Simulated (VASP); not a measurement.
Here is a VASP 6.6.1 calculation.

Contents of INCAR:

```
PREC = Accurate
ENCUT = 520
EDIFF = 1E-6
ISMEAR = -1
SIGMA = 0.05
LREAL = False
LASPH = True
NELM = 100
ALGO = Normal
ISIF = 2
LWAVE = False
LCHARG = True
GGA = PS
LELF = True
LVHAR = True
NBANDS = 12
```

Contents of KPOINTS:

```
Automatic mesh
0
Gamma
  11 11 11
```

POSCAR

```
Ti
1.0
    0.0000000000      1.9757253849      1.9757253849
    1.9757253849      0.0000000000      1.9757253849
    1.9757253849      1.9757253849      0.0000000000
Ti
1
Direct
    0.0000000000      0.0000000000      0.0000000000
```

Potentials or basis: VASP PAW PBE potentials, release 64 (Ti_sv).

Launch:

```bash
$ cat potpaw_PBE.64/Ti_sv/POTCAR > POTCAR
$ mpirun -np 1 vasp_std > vasp.out
```

**Question.** Predict the band gap on the k mesh.

**Answer.** Zero (band 6 reaches 10.36 eV, above the bottom of band 7 at 9.10 eV).

**Question.** Estimate the pressure.

**Answer.** 9.6 GPa.

Caveat: the PAW data sets were made with another functional, which shifts forces and pressure a little.
